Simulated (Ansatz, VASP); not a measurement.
## Ag: VASP beside Ansatz

```
CELL_PARAMETERS angstrom
-1.57287 1.57287 1.61426
1.57287 -1.57287 1.61426
1.57287 1.57287 -1.61426
ATOMIC_POSITIONS crystal
Ag 0.00000 0.00000 0.00000
```

Change from the starting cell: strain -0.050 along x and y, -0.025 along z, atoms carried along.

Alike in both runs: task single point; functional PBEsol; k mesh 20 × 20 × 20; occupations gaussian, width 0.15 eV; no spin polarisation.

```csv
,VASP,Ansatz
version,VASP 6.6.1,Ansatz 0.2.0
potentials or method,"VASP PAW PBE potentials, release 64 (Ag), cutoff 520 eV","scalar-relativistic, plane waves, PAW"
valence electrons in the cell,11,19
```

```tsv
	VASP	Ansatz	Ansatz less VASP
gap on the k mesh at the Fermi level (eV)	none	none	-
pressure (GPa)	6.1	6.4	+0.31
traceless stress, the component that is largest in VASP (GPa)	0.50	0.50	-0.003
```

VASP's potentials were made for PBE, not for PBEsol. A gap of «none» marks a metal or a gap that the smearing closes. VASP's potentials hold 11 valence electrons a cell and Ansatz's 19, so a difference there can come from the potentials and not from the codes.
